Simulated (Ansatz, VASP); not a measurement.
## One calculation of ScGa2AsP2, two programs

File INCAR:

```
  ALGO = Normal
  EDIFF = 1E-6
  ENCUT = 520
  GGA = PE
  ISIF = 2
  ISMEAR = 0
  ISPIN = 2
  LASPH = T
  LCHARG = T
  LELF = T
  LMAXMIX = 4
  LORBIT = 11
  LREAL = F
  LVHAR = T
  LWAVE = F
  MAGMOM = 1 0 0 0 0 0
  NBANDS = 39
  NELM = 150
  PREC = Accurate
  SIGMA = 0.1
```

The input KPOINTS:

```
k-points
0
Gamma
  6 6 2
```

POSCAR

```
ScGa2AsP2
1.0
    4.5881364787      0.0000000000      0.0000000000
   -2.2940682394      3.9734427466      0.0000000000
    0.0000000000      0.0000000000     10.3146469319
Sc Ga P As
1 2 2 1
Direct
    0.0000000000      0.0000000000      0.5000000000
    0.0000000000      0.0000000000      0.2286065716
    0.0000000000      0.0000000000      0.7713934284
    0.3333333333      0.6666666667      0.5000000000
    0.6666666667      0.3333333333      0.5000000000
    0.0000000000      0.0000000000      0.0000000000
```

Input for Ansatz:

```yaml
crystal:
  lattice:
    - [4.5881364787, 0.0, 0.0]
    - [-2.2940682394, 3.9734427466, 0.0]
    - [0.0, 0.0, 10.3146469319]
  atoms:
    - { symbol: Sc, position: [0.0, 0.0, 0.5], spin: 1.0 }
    - { symbol: Ga, position: [0.0, 0.0, 0.2286065716] }
    - { symbol: Ga, position: [0.0, 0.0, 0.7713934284] }
    - { symbol: P, position: [0.3333333333, 0.6666666667, 0.5] }
    - { symbol: P, position: [0.6666666667, 0.3333333333, 0.5] }
    - { symbol: As, position: [0.0, 0.0, 0.0] }
basis:
  ecutwfc: 420
kpoints:
  mp_grid: { grid: [6, 6, 2] }
hamiltonian:
  xc: pbe
scf:
  occupations: { method: gaussian, width: 0.1 }
  lower_state_search: "off"
output:
  forces: true
  stress: true
  eigenvalues: true
  populations: true
magnetization:
  spin_polarized: true
```

Alike in both runs: task single point; functional PBE; k mesh 6 × 6 × 2; occupations gaussian, width 0.1 eV; collinear spin.

```csv
,VASP,Ansatz
version,VASP 6.6.1,Ansatz 0.2.0
potentials or method,"VASP PAW PBE potentials, release 64 (Sc_sv, Ga_d, P, As), cutoff 520 eV","scalar-relativistic, plane waves, PAW"
valence electrons in the cell,52,62
```

Ansatz gave:

- gap on the k mesh at the Fermi level (eV): none
- pressure (GPa): 0.0
- traceless stress, the component that is largest in VASP (GPa): 0.03
- rms of the force components (eV/Å): 0.000
- net moment per atom (μB): 0.00

Estimate VASP's values.

gap on the k mesh at the Fermi level (eV): none; pressure (GPa): 0.1; traceless stress, the component that is largest in VASP (GPa): 0.07; rms of the force components (eV/Å): 0.007; net moment per atom (μB): 0.00.

Atom by atom the forces differ by 0.007 eV/Å (rms over components). A gap of «none» marks a metal or a gap that the smearing closes. VASP's potentials hold 52 valence electrons a cell and Ansatz's 62, so a difference there can come from the potentials and not from the codes. Ansatz's warnings: seeded moment not kept.
